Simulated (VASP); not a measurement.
A run of VASP 6.6.1 is set up as follows.

File INCAR:

```
SYSTEM = Mg
PREC = Accurate
ENCUT = 520
EDIFF = 1E-6
ISMEAR = 0
SIGMA = 0.15
LREAL = .FALSE.
LASPH = .TRUE.
NELM = 100
ALGO = Normal
ISIF = 2
LWAVE = .FALSE.
LCHARG = .FALSE.
GGA = PE
NBANDS = 7
```

Contents of KPOINTS:

```
Automatic mesh
0
G
  18 18 16
  0 0 0
```

File POSCAR:

```
Mg
1.0
    2.9282878085      0.0000000000      0.0000000000
   -1.4641439043      2.5359716317      0.0000000000
    0.0000000000      0.0000000000      3.1666310728
Mg
1
Direct
    0.0000000000      0.0000000000      0.0000000000
```

Potentials or basis: VASP PAW PBE potentials, release 64 (Mg).

Launch:

```bash
$ cat potpaw_PBE.64/Mg/POTCAR > POTCAR
$ mpirun -np 1 vasp_std > vasp.out
```

(1) Predict the band gap on the k mesh.

(2) What does it give for the pressure?

## Answers

(1) zero (bands 1 and 2 overlap by 5.45 eV).

(2) 3.9 GPa.

Caveat: the cell differs from its parent crystal (strain -0.040 along x and y, +0.040 along z); the cell stands under pressure.
